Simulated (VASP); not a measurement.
Here is a VASP 6.6.1 calculation.

Contents of INCAR:

```
SYSTEM = Si16O
ALGO = Normal
EDIFF = 1E-7
ENCUT = 520
GGA = PE
ISIF = 2
ISMEAR = -1
ISPIN = 2
IVDW = 12
LASPH = .TRUE.
LCHARG = .FALSE.
LORBIT = 11
LREAL = Auto
LWAVE = .FALSE.
MAGMOM = 0 0 0 0 0 0 0 0 0 0 0 0 0 0 0 0 1
NBANDS = 53
NELM = 150
PREC = Accurate
SIGMA = 0.05
```

The input KPOINTS:

```
k-points
0
G
  2 2 2
  0 0 0
```

The input POSCAR:

```
Si16O
1.0
    0.0000000000      5.4300000000      5.4300000000
    5.4300000000      0.0000000000      5.4300000000
    5.4300000000      5.4300000000      0.0000000000
Si O
16 1
Direct
    0.1082136280     -0.0742725599     -0.1014917127
    0.1473388582      0.0602486188      0.1786648250
   -0.0886832413      0.0698250460      0.6737108656
    0.1326427256      0.2464364641      0.6666758748
    0.0216390424      0.4149723757      0.0523020258
    0.2326611418      0.5686648250      0.0296224678
    0.0270349908      0.5747882136      0.4039594843
    0.0361878453      0.7874217311      0.4906629834
    0.5418047882     -0.0979005525      0.1364640884
    0.7156261510      0.0996408840      0.1153130755
    0.5128176796      0.0222467772      0.4740331492
    0.5540423573      0.1243554328      0.7559576427
    0.6060589319      0.4236095764     -0.1270902394
    0.6216758748      0.5938489871      0.0758379374
    0.4089871087      0.4452854512      0.4969981584
    0.6389226519      0.6390331492      0.5003591160
    0.6301749540      0.9393646409      0.6445580110
```

Potentials or basis: VASP PAW PBE potentials, release 64 (Si, O).

Command:

```console
$ cat potpaw_PBE.64/Si/POTCAR potpaw_PBE.64/O/POTCAR > POTCAR
$ mpirun -np 1 vasp_std > vasp.out
```

Question: Estimate the pressure.

Answer: -0.7 GPa.

Question: Estimate the band gap on the k mesh.

Answer: Zero (filled and empty bands overlap).

Forces in eV/Å, atoms in the order of the input:
```
Si   1.702 -0.093 -0.577
Si  -0.829  1.105 -0.259
Si  -0.746 -0.069  0.601
Si  -0.655 -0.268  1.165
Si   0.557 -1.409 -0.232
Si  -0.250  0.888 -1.108
Si  -2.922 -1.866 -2.473
Si   2.793  1.517  2.371
Si   0.365 -1.246 -0.161
Si  -1.008  0.802  0.161
Si  -0.215 -1.290 -1.238
Si   0.211  0.474  0.004
Si   0.863 -0.498  0.698
Si  -0.761  1.392 -0.139
Si   0.213  0.071  1.089
Si  -0.185 -0.291 -0.120
O    0.869  0.779  0.220
```

Caveat: the k points lie up to 0.50 Å⁻¹ apart; the atoms stand as in a frame of molecular dynamics.
